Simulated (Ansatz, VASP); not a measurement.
## HfO2: VASP beside Ansatz

```xyz
12
Lattice="5.2195 0.0000 0.0000 0.0000 5.0048 0.0000 0.0000 0.0000 5.0327" Properties=species:S:1:pos:R:3 pbc="T T T"
Hf    5.0472    3.6661    3.7314
Hf    2.7820    3.6661    1.2151
Hf    2.4375    1.3387    3.7314
Hf    0.1723    1.3387    1.2151
O     3.2994    4.6477    4.4251
O     4.5298    4.6477    1.9087
O     1.2211    2.7020    2.4776
O     1.3886    2.7020    4.9939
O     3.9984    2.3028    4.9939
O     3.8308    2.3028    2.4776
O     0.6896    0.3571    4.4251
O     1.9201    0.3571    1.9087
```

Alike in both runs: functional PBEsol; k mesh 4 × 5 × 4; occupations fermi-dirac, width 0.05 eV; no spin polarisation.

|  | VASP | Ansatz |
| --- | --- | --- |
| version | VASP 6.6.1 | Ansatz 0.2.0 |
| potentials or method | VASP PAW PBE potentials, release 64 (Hf_pv, O) | Ansatz PAW |
| plane-wave cutoff (eV) | 520 | 420 |
| valence electrons in the cell | 88 | 152 |
| task | single point | band structure |

|  | VASP | Ansatz | Ansatz less VASP |
| --- | --- | --- | --- |
| gap on the k mesh at the Fermi level (eV) | 4.39 | 4.43 | +0.040 |
| least direct gap on the mesh (eV) | 4.63 | 4.66 | +0.030 |
| pressure (GPa) | -1.5 | 1.7 | +3.18 |
| traceless stress, the component that is largest in VASP (GPa) | 0.15 | 0.12 | -0.032 |
| rms of the force components (eV/Å) | 0.038 | 0.047 | +0.0086 |

VASP's potentials were made for PBE, not for PBEsol. Atom by atom the forces differ by 0.028 eV/Å (rms over components). VASP's potentials hold 88 valence electrons a cell and Ansatz's 152, so a difference there can come from the potentials and not from the codes.

Spin-orbit coupling is off throughout.
